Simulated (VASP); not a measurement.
Set up this calculation in VASP 6.6.1, as the native input.

```
Task                   : single point
Functional             : PBEsol
Potentials or basis    : VASP PAW PBE potentials, release 64 (Fe, Si)
Cutoff                 : 520 eV
k mesh                 : 16 × 16 × 16
Occupations            : gaussian, width 0.05 eV
Spin                   : no spin polarisation
Dipole correction      : no
Further INCAR settings : ALGO = Normal; EDIFF = 1e-07; NBANDS = 13
```

The structure of FeSi lies in POSCAR:

```
FeSi
1.0
    2.6180731910      0.0000000000      0.0000000000
    0.0000000000      2.6180731910      0.0000000000
    0.0000000000      0.0000000000      2.6180731910
Fe Si
1 1
Direct
    0.0000000000      0.0000000000      0.0000000000
    0.5000000000      0.5000000000      0.5000000000
```

This cell differs from its parent crystal: volume scaled by 0.880.

One way to write it, as run:

INCAR

```
SYSTEM = FeSi
PREC = Accurate
ENCUT = 520
EDIFF = 1E-7
ISMEAR = 0
SIGMA = 0.05
LREAL = .FALSE.
LASPH = .TRUE.
NELM = 80
ALGO = Normal
ISIF = 2
LWAVE = .FALSE.
LCHARG = .TRUE.
GGA = PS
LELF = .TRUE.
LVHAR = .TRUE.
NBANDS = 13
```

KPOINTS

```
regular mesh
0
G
  16 16 16
  0 0 0
```

Potentials or basis: VASP PAW PBE potentials, release 64 (Fe, Si).

The run is started by

```console
$ cat potpaw_PBE.64/Fe/POTCAR potpaw_PBE.64/Si/POTCAR > POTCAR
$ mpirun -np 1 vasp_std > vasp.out
```

It gave:

- Pressure: 45.1 GPa
- Band gap on the k mesh: zero (band 6 reaches 13.77 eV, above the bottom of band 7 at 13.34 eV)

Caveat: the PAW data sets were made with another functional, which shifts forces and pressure a little.

Run time: 13 s on 1 thread of Intel(R) Xeon(R) 6975P-C (Granite Rapids), with other jobs on the host, peak memory 0.16 GiB.
